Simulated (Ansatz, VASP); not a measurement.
**Two plane-wave programs on CdF2**

```
CELL_PARAMETERS angstrom
3.85249 0.00000 0.00000
0.00000 3.85249 0.00000
0.00000 0.00000 5.55997
ATOMIC_POSITIONS crystal
Cd 0.00000 0.00000 0.00000
F 0.50000 0.00000 0.17129
F 0.00000 0.50000 0.82871
```

Change from the starting cell: ordered vacancies on the cation sites of zinc blende (P-4m2, No. 115).

Alike in both runs: functional PBE; k mesh 4 × 4 × 4; occupations gaussian, width 0.1 eV; no spin polarisation.

Ansatz relaxed the structure, and its values are those at the end. VASP's run is a single point on that final structure, the one shown.

|  | VASP | Ansatz |
| --- | --- | --- |
| version | VASP 6.6.1 | Ansatz 0.2.0 |
| potentials or method | VASP PAW PBE potentials, release 64 (Cd_sv_GW, F), cutoff 700 eV | scalar-relativistic, plane waves, PAW |
| valence electrons in the cell | 34 | 34 |

|  | VASP | Ansatz | Ansatz less VASP |
| --- | --- | --- | --- |
| gap on the k mesh at the Fermi level (eV) | 3.56 | 3.57 | +0.010 |
| least direct gap on the mesh (eV) | 3.60 | 3.61 | +0.011 |
| pressure (GPa) | -0.3 | -0.1 | +0.14 |
| rms of the force components (eV/Å) | 0.006 | 0.009 | +0.0035 |
